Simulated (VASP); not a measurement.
A run of VASP 6.6.1:

Contents of POSCAR:

```
In2O3
1.0
    2.7435000000      1.5839604635      4.8366666667
   -2.7435000000      1.5839604635      4.8366666667
    0.0000000000     -3.1679209270      4.8366666667
In O
4 6
Direct
    0.8573100000      0.8573100000      0.8573100000
    0.6426900000      0.6426900000      0.6426900000
    0.1426900000      0.1426900000      0.1426900000
    0.3573100000      0.3573100000      0.3573100000
    0.0480000000      0.7500000000      0.4520000000
    0.7500000000      0.4520000000      0.0480000000
    0.4520000000      0.0480000000      0.7500000000
    0.9520000000      0.2500000000      0.5480000000
    0.2500000000      0.5480000000      0.9520000000
    0.5480000000      0.9520000000      0.2500000000
```

INCAR.step1

```
PREC = Accurate ; ENCUT = 520
ISMEAR = 0 ; SIGMA = 0.01
LREAL = F ; LASPH = T
NELM = 80 ; NBANDS = 55
GGA = PE ; ALGO = Normal
EDIFF = 1E-4 ; LWAVE = T
LCHARG = F
```

Contents of INCAR.step2:

```
PREC = Accurate ; ENCUT = 520
EDIFF = 1E-6 ; ISMEAR = 0
SIGMA = 0.01 ; LREAL = F
LASPH = T ; NELM = 80
ALGO = Normal ; ISIF = 2
LWAVE = F ; LCHARG = F
METAGGA = R2SCAN ; LMIXTAU = T
NBANDS = 55 ; ISTART = 1
```

The input KPOINTS:

```
regular mesh
0
Gamma
  6 6 6
```

Potentials or basis: VASP PAW PBE potentials, release 64 (In_d, O).

Launch:

```console
$ cat potpaw_PBE.64/In_d/POTCAR potpaw_PBE.64/O/POTCAR > POTCAR
$ cp INCAR.step1 INCAR
$ mpirun -np 1 vasp_std > vasp.out
$ cp INCAR.step2 INCAR
$ mpirun -np 1 vasp_std > vasp.out
```

Hardware: 1 thread of Oxide Virtual Turin-like Processor, with other jobs on the host.

Task: How long does it take, and how much memory?

Result: Wall time 68 min on 1 thread of Oxide Virtual Turin-like Processor, on a shared host, peak memory 0.42 GiB. Counts: k points 32.
